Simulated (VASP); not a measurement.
Wanted: the native input for a VASP 6.6.1 run.

```
Task                   : single point
Functional             : PBE
Dispersion             : D4
Potentials or basis    : VASP PAW PBE potentials, release 64 (La, O)
Cutoff                 : 520 eV
k mesh                 : 6 × 6 × 4
Occupations            : gaussian, width 0.01 eV
Spin                   : no spin polarisation
Dipole correction      : no
Further INCAR settings : ALGO = Normal; EDIFF = 1e-06; NBANDS = 28
```

The structure of La2O3 lies in POSCAR:

```
La2O3
1.0
    3.9825046950      0.0000000000      0.0000000000
   -1.9912523475      3.4489496240      0.0000000000
    0.0000000000      0.0000000000      6.1923836708
La O
2 3
Direct
    0.6666666667      0.3333333333      0.7537640000
    0.3333333333      0.6666666667      0.2462360000
    0.6666666667      0.3333333333      0.3541090000
    0.3333333333      0.6666666667      0.6458910000
    0.0000000000      0.0000000000      0.0000000000
```

The input as run:

INCAR

```
  PREC = Accurate
  ENCUT = 520
  EDIFF = 1E-6
  ISMEAR = 0
  SIGMA = 0.01
  LREAL = F
  LASPH = T
  NELM = 80
  ALGO = Normal
  ISIF = 2
  LWAVE = F
  LCHARG = F
  GGA = PE
  IVDW = 13
  NBANDS = 28
```

KPOINTS

```
Automatic mesh
0
Gamma
  6 6 4
```

Potentials or basis: VASP PAW PBE potentials, release 64 (La, O).

Command:

```sh
$ cat potpaw_PBE.64/La/POTCAR potpaw_PBE.64/O/POTCAR > POTCAR
$ mpirun -np 1 vasp_std > vasp.out
```

It gave:

```yaml
Pressure: -5.9 GPa
Largest_force: 0.320 eV/Å
Band_gap_on_the_k_mesh: 3.80 eV, indirect (least direct gap 3.98 eV)
Dispersion_energy_per_atom: -0.248 eV
```

Caveat: spin-orbit coupling is left out, which moves the levels of the heavy elements.

It took 43 s on 1 thread of AMD EPYC 9R45 96-Core Processor (Zen 5), with other jobs on the host, peak memory 0.2 GiB.
